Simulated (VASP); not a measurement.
Crystal: Ag.

```
Ag
1.0
     0.00000    2.04500    2.04500
     2.04500    0.00000    2.04500
     2.04500    2.04500    0.00000
Ag
1
Direct
  0.00000 0.00000 0.00000
```

```yaml
Program: VASP 6.6.1
Task: relaxation of cell and atoms
Functional: PBEsol
Potentials_or_basis: VASP PAW PBE potentials, release 64 (Ag)
Cutoff: 500 eV
k_mesh: 18 × 18 × 18
Occupations: fermi-dirac, width 0.1 eV
Spin: no spin polarisation
```

At the start: pressure -3.0 GPa; volume 17.10 Å³/atom.

Question: How do energy, volume and symmetry change on relaxing?

Answer: Over 3 steps the energy falls by 4.6 meV/atom and the volume is 16.63 Å³/atom (-2.7 %); space group Fm-3m (No. 225, to 0.1 Å) before and after.

The path:
| step | energy change (eV) | largest force (eV/Å) | pressure (GPa) | volume (Å³) |
| --- | --- | --- | --- | --- |
| 1 | 0.0000 | 0.0000 | -3.04 | 17.10 |
| 2 | -0.0023 | 0.0000 | 2.42 | 16.31 |
| 3 | -0.0046 | 0.0000 | 0.00 | 16.63 |

Final structure:
```xyz
1
Lattice="0.0000 2.0261 2.0261 2.0261 0.0000 2.0261 2.0261 2.0261 0.0000" Properties=species:S:1:pos:R:3 pbc="T T T"
Ag    0.0000    0.0000    0.0000
```

Caveat: the PAW data sets were made with another functional, which shifts forces and pressure a little.
